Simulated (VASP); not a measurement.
The system is Co.

```
Co
1.0
     2.47056    0.00000    0.00000
    -1.23528    2.13957    0.00000
     0.00000    0.00000    8.08823
Co
4
Direct
  0.00000 0.00000 0.00000
  0.33333 0.66667 0.25000
  0.00000 0.00000 0.50000
  0.66667 0.33333 0.75000
```

Program: VASP 6.6.1. Alike in all runs: task single point; level LDA; potentials or basis VASP PAW LDA potentials, release 64 (Co); spin collinear, ferromagnetic start; cell as given; cutoff (eV) 520; smearing fermi-dirac 0.1 eV.

Problem. Order these runs on this cell by their pressure, lowest first.
A. k mesh 4 × 4 × 1
B. k mesh 6 × 6 × 2
C. k mesh 5 × 5 × 2

Solution. B (-15.9 GPa), C (-14.2 GPa), A (-12.2 GPa).

Caveats: all runs use coarse meshes.
